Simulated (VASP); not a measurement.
# GeW (Fm-3m) in VASP: notebook, part 2 of 2

VASP 6.6.1.

### 3 Single point, PBE

Contents of INCAR:

```
SYSTEM = GeW
ALGO     = Normal         ! electronic algorithm
EDIFF    = 1E-6           ! SCF threshold, eV
ENCUT    = 520            ! plane-wave cutoff, eV
GGA      = PE             ! functional
ISIF     = 2              ! what is computed and relaxed
ISMEAR   = 0              ! smearing method
LASPH    = .True.         ! aspherical terms in the spheres
LCHARG   = .False.        ! write CHGCAR
LREAL    = .False.        ! projectors in reciprocal space
LWAVE    = .False.        ! write WAVECAR
NBANDS   = 21             ! bands
NELM     = 60             ! most SCF steps
PREC     = Accurate       ! precision mode
SIGMA    = 0.016          ! smearing width, eV
```

Contents of KPOINTS:

```
k-points
0
Gamma
  9 9 9
  0 0 0
```

Contents of POSCAR:

```
GeW
1.0
    0.0000000000      2.5776100000      2.5776100000
    2.5776100000      0.0000000000      2.5776100000
    2.5776100000      2.5776100000      0.0000000000
Ge W
1 1
Direct
    0.5000000000      0.5000000000      0.5000000000
    0.0000000000      0.0000000000      0.0000000000
```

Potentials or basis: VASP PAW PBE potentials, release 64 (Ge_d, W_sv).

Launch:

```bash
$ cat potpaw_PBE.64/Ge_d/POTCAR potpaw_PBE.64/W_sv/POTCAR > POTCAR
$ mpirun -np 1 vasp_std > vasp.out
```

Wall time 13 s (1 thread of Intel Xeon 6975P-C, shared host); peak memory 0.17 GiB.

The run converged. Its results:

| Property | Result |
| --- | --- |
| Free energy | -15.7029 eV |
| Pressure | 0.4 GPa |
| Band gap on the k mesh | zero (band 14 reaches 9.59 eV, above the bottom of band 15 at 7.88 eV) |

Levels at points of the mesh, in eV from the Fermi level:
| k point | band 10 | band 11 | band 12 | band 13 | band 14 | band 15 | band 16 | band 17 | band 18 | band 19 |
| --- | --- | --- | --- | --- | --- | --- | --- | --- | --- | --- |
| (0.00, 0.00, 0.00) | -12.31 | -1.60 | -1.60 | -1.60 | -0.86 | -0.86 | 2.45 | 2.45 | 2.45 | 7.59 |

Caveat: spin-orbit coupling is left out, which moves the levels of the heavy elements.

### 4 Single point, PBE

Contents of INCAR:

```
PREC     = Accurate       # precision mode
ENCUT    = 520            # plane-wave cutoff, eV
EDIFF    = 1E-6           # SCF threshold, eV
ISMEAR   = 0              # smearing method
SIGMA    = 0.017          # smearing width, eV
LREAL    = F              # projectors in reciprocal space
LASPH    = T              # aspherical terms in the spheres
NELM     = 80             # most SCF steps
ALGO     = Normal         # electronic algorithm
ISIF     = 2              # what is computed and relaxed
LWAVE    = F              # write WAVECAR
LCHARG   = F              # write CHGCAR
GGA      = PE             # functional
NBANDS   = 21             # bands
```

Contents of KPOINTS:

```
Automatic mesh
0
Gamma
  9 9 9
```

POSCAR is that of step 3.

Launch:

```bash
$ cat potpaw_PBE.64/Ge_d/POTCAR potpaw_PBE.64/W_sv/POTCAR > POTCAR
$ mpirun -np 1 vasp_std > vasp.out
```

Wall time 15 s (1 thread of Intel Xeon 6975P-C, shared host); peak memory 0.17 GiB.

Results (log left out):

```yaml
Free_energy: -15.7029 eV
Pressure: 0.4 GPa
Band_gap_on_the_k_mesh: zero (band 14 reaches 9.59 eV, above the bottom of band 15 at 7.88 eV)
```

Levels at points of the mesh, in eV from the Fermi level:
```csv
k point,band 11,band 12,band 13,band 14,band 15,band 16,band 17,band 18
"(0.00, 0.00, 0.00)",-1.60,-1.60,-1.60,-0.86,-0.86,2.45,2.45,2.45
```

Caveat: spin-orbit coupling is left out, which moves the levels of the heavy elements.

### 5 Single point, PBE

Contents of INCAR:

```
  PREC = Accurate
  ENCUT = 520
  EDIFF = 1E-7
  ISMEAR = 0
  SIGMA = 0.018000000000000002
  LREAL = F
  LASPH = T
  NELM = 60
  ALGO = Normal
  ISIF = 2
  LWAVE = F
  LCHARG = T
  GGA = PE
  LELF = T
  LVHAR = T
  NBANDS = 21
```

KPOINTS is that of step 4.

POSCAR is that of step 4.

Potentials or basis: VASP PAW PBE potentials, release 64 (Ge_d, W_sv).

Launch:

```bash
$ cat potpaw_PBE.64/Ge_d/POTCAR potpaw_PBE.64/W_sv/POTCAR > POTCAR
$ mpirun -np 1 vasp_std > vasp.out
```

OUTCAR:

```text
PREC = Accurate
   ENCUT = 520
   EDIFF = 1E-7
   ISMEAR = 0
   LREAL = F
   LASPH = T
   NELM = 60
   ISIF = 2
   GGA = PE

 ion  position               nearest neighbor table
   1  0.500  0.500  0.500-   2 2.58   2 2.58   2 2.58   2 2.58   2 2.58   2 2.58
   2  0.000  0.000  0.000-   1 2.58   1 2.58   1 2.58   1 2.58   1 2.58   1 2.58

  LATTYP: Found a face centered cubic cell.
 ALAT       =     5.1552200000

  Lattice vectors:

 A1 = (   0.0000000000,   2.5776100000,   2.5776100000)
 A2 = (   2.5776100000,   0.0000000000,   2.5776100000)
[... 188 lines left out ...]
      4     -29.6450      2.00000
      5     -15.3956      2.00000
      6     -15.3956      2.00000
[... 565 lines left out ...]
     20      20.8857      0.00000
     21      23.8883      0.00000

 [... further k-points ...]
[... 5 lines left out ...]
  --------------------------------------------------------------------------------------
  -------------------------------------------------------------------------------------
  Total        0.0898376      0.0898376      0.0898376     -0.0000000      0.0000000      0.0000000
  in kB        4.2023023      4.2023023      4.2023023     -0.0000000      0.0000000      0.0000000
  external PRESSURE =       4.2023023 kB  Pullay stress =       0.0000000 kB

 VOLUME and BASIS-vectors are now :
 -----------------------------------------------------------------------------
  energy-cutoff  :      520.00
  volume of cell :       34.25
      direct lattice vectors                 reciprocal lattice vectors
     0.000000000  2.577610000  2.577610000    -0.193978143  0.193978143  0.193978143
     2.577610000  0.000000000  2.577610000     0.193978143 -0.193978143  0.193978143
     2.577610000  2.577610000  0.000000000     0.193978143  0.193978143 -0.193978143

 POSITION                                       TOTAL-FORCE (eV/Angst)
 -----------------------------------------------------------------------------------
      2.57761      2.57761      2.57761         0.000000     -0.000000      0.000000
      0.00000      0.00000      0.00000        -0.000000      0.000000     -0.000000
 -----------------------------------------------------------------------------------
    total drift:                                0.000000      0.000000      0.000000

  FREE ENERGIE OF THE ION-ELECTRON SYSTEM (eV)
  ---------------------------------------------------
  free  energy   TOTEN  =       -15.7029724421 eV

  energy  without entropy=      -15.7024501484  energy(sigma->0) =      -15.70271130
```

OSZICAR:

```text
N       E                     dE             d eps       ncg     rms          rms(c)
DAV:   1     0.219483742396E+03    0.21948E+03   -0.14099E+04  1762   0.302E+03
DAV:   2     0.387406003814E+01   -0.21561E+03   -0.20873E+03  1500   0.633E+02
DAV:   3    -0.162892185170E+02   -0.20163E+02   -0.19859E+02  1695   0.124E+02
DAV:   4    -0.167432939423E+02   -0.45408E+00   -0.45322E+00  1625   0.186E+01
DAV:   5    -0.167492611271E+02   -0.59672E-02   -0.59669E-02  1721   0.256E+00    0.170E+01
DAV:   6    -0.157400575710E+02    0.10092E+01   -0.25584E+00  1804   0.126E+01    0.428E+00
DAV:   7    -0.157123493297E+02    0.27708E-01   -0.83576E-02  1838   0.375E+00    0.218E+00
DAV:   8    -0.157036512428E+02    0.86981E-02   -0.20383E-02  1888   0.212E+00    0.206E-01
DAV:   9    -0.157029713454E+02    0.67990E-03   -0.31001E-03  1678   0.973E-01    0.861E-02
DAV:  10    -0.157029777119E+02   -0.63664E-05   -0.13245E-04  1660   0.119E-01    0.438E-02
DAV:  11    -0.157029725132E+02    0.51986E-05   -0.15511E-05  1883   0.432E-02    0.115E-02
DAV:  12    -0.157029724931E+02    0.20134E-07   -0.15997E-06  1690   0.135E-02    0.236E-03
DAV:  13    -0.157029724421E+02    0.50975E-07   -0.48399E-08   930   0.194E-03
   1 F= -.15702972E+02 E0= -.15702711E+02  d E =-.522294E-03
```

It took 16 s on 1 thread of Intel Xeon 6975P-C, shared host; peak memory 0.17 GiB.

Results:

```
Free energy            : -15.7030 eV
Pressure               : 0.4 GPa
Band gap on the k mesh : zero (band 14 reaches 9.59 eV, above the bottom of band 15 at 7.88 eV)
```

Caveat: spin-orbit coupling is left out, which moves the levels of the heavy elements.

### 6 The runs side by side

| smearing | gap on the mesh (eV) | pressure (GPa) |
| --- | --- | --- |
| gaussian 0.015 eV | none | 0.4 |
| gaussian 0.016 eV | none | 0.4 |
| gaussian 0.017 eV | none | 0.4 |
| gaussian 0.018 eV | none | 0.4 |

Alike in all rows: task single point; level PBE; potentials or basis VASP PAW PBE potentials, release 64 (Ge_d, W_sv); no spin polarisation; cell as given; k mesh 9 × 9 × 9; cutoff (eV) 520.

Every run on the cell as given and a fine mesh finds a metal.

Caveats: spin-orbit coupling is left out, which moves the levels of the heavy elements.

Total energies depend on the potentials used, so only differences within one code and one set of settings carry meaning.
